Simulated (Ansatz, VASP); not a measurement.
C in VASP and in Ansatz

Contents of INCAR:

```
SYSTEM = C
PREC     = Accurate       ! precision mode
ENCUT    = 600            ! plane-wave cutoff, eV
EDIFF    = 1E-6           ! SCF threshold, eV
ISMEAR   = 0              ! smearing method
SIGMA    = 0.03           ! smearing width, eV
LREAL    = .FALSE.        ! projectors in reciprocal space
LASPH    = .TRUE.         ! aspherical terms in the spheres
NELM     = 120            ! most SCF steps
ALGO     = Normal         ! electronic algorithm
ISIF     = 2              ! what is computed and relaxed
LWAVE    = .FALSE.        ! write WAVECAR
LCHARG   = .FALSE.        ! write CHGCAR
GGA      = PE             ! functional
IVDW     = 12             ! dispersion correction
NBANDS   = 36             ! bands
GGA_COMPAT= .FALSE.
```

KPOINTS

```
Automatic mesh
0
G
  15 15 2
  0 0 0
```

POSCAR

```
C
1.0
   -2.4647935466      0.0000000000      0.0000000000
   -1.2323967733     -2.1345738265      0.0000000000
   -0.2053994622     -0.3557623044     20.8066193286
C
12
Direct
    0.6666666667      0.6253658566      0.2478048605
    1.0000000000      0.8475880788      0.9144715272
    0.3333333333      0.2364769677      0.5811381939
    0.6666666667      0.6524063656      0.0855618061
    1.0000000000      0.8746285879      0.7522284728
    0.3333333333      0.2635174768      0.4188951395
    0.6666666667      0.5968540756      0.4188755462
    1.0000000000     -0.0142570355      0.0855422129
    0.3333333333      0.2079651867      0.7522088796
    0.6666666667      0.5142514799      0.9144911204
    1.0000000000     -0.0968596312      0.5811577871
    0.3333333333      0.2920292577      0.2478244538
```

Input for Ansatz:

```yaml
crystal:
  lattice:
    - [-2.4647935466, 0.0, 0.0]
    - [-1.2323967733, -2.1345738265, 0.0]
    - [-0.2053994622, -0.3557623044, 20.8066193286]
  atoms:
    - { symbol: C, position: [0.6666666667, 0.6253658566, 0.2478048605] }
    - { symbol: C, position: [1.0, 0.8475880788, 0.9144715272] }
    - { symbol: C, position: [0.3333333333, 0.2364769677, 0.5811381939] }
    - { symbol: C, position: [0.6666666667, 0.6524063656, 0.0855618061] }
    - { symbol: C, position: [1.0, 0.8746285879, 0.7522284728] }
    - { symbol: C, position: [0.3333333333, 0.2635174768, 0.4188951395] }
    - { symbol: C, position: [0.6666666667, 0.5968540756, 0.4188755462] }
    - { symbol: C, position: [1.0, -0.0142570355, 0.0855422129] }
    - { symbol: C, position: [0.3333333333, 0.2079651867, 0.7522088796] }
    - { symbol: C, position: [0.6666666667, 0.5142514799, 0.9144911204] }
    - { symbol: C, position: [1.0, -0.0968596312, 0.5811577871] }
    - { symbol: C, position: [0.3333333333, 0.2920292577, 0.2478244538] }
basis:
  ecutwfc: 520.0
kpoints:
  mp_grid: { grid: [15, 15, 2] }
hamiltonian:
  xc: pbe
  pseudopotentials: { kind: paw, azcp: { folder: soft_1 } }
  dispersion: d3bj
scf:
  occupations: { method: gaussian, width: 0.03 }
output:
  forces: true
  stress: true
  eigenvalues: true
```

Alike in both runs: task single point; functional PBE; dispersion D3(BJ); k mesh 15 × 15 × 2; occupations gaussian, width 0.03 eV; no spin polarisation.

|  | VASP | Ansatz |
| --- | --- | --- |
| version | VASP 6.6.1 | Ansatz 0.2.0 |
| potentials or method | VASP PAW PBE potentials, release 64 (C), cutoff 600 eV | scalar-relativistic, plane waves, PAW |
| valence electrons in the cell | 48 | 48 |

VASP gave:

* gap on the k mesh at the Fermi level (eV): 0.19
* least direct gap on the mesh (eV): 0.19
* pressure (GPa): 0.0
* traceless stress, the component that is largest in VASP (GPa): -0.47
* rms of the force components (eV/Å): 0.003

Which values does Ansatz return?

gap on the k mesh at the Fermi level (eV): 0.19; least direct gap on the mesh (eV): 0.19; pressure (GPa): 0.0; traceless stress, the component that is largest in VASP (GPa): -0.14; rms of the force components (eV/Å): 0.003.

Atom by atom the forces differ by 0.000 eV/Å (rms over components).
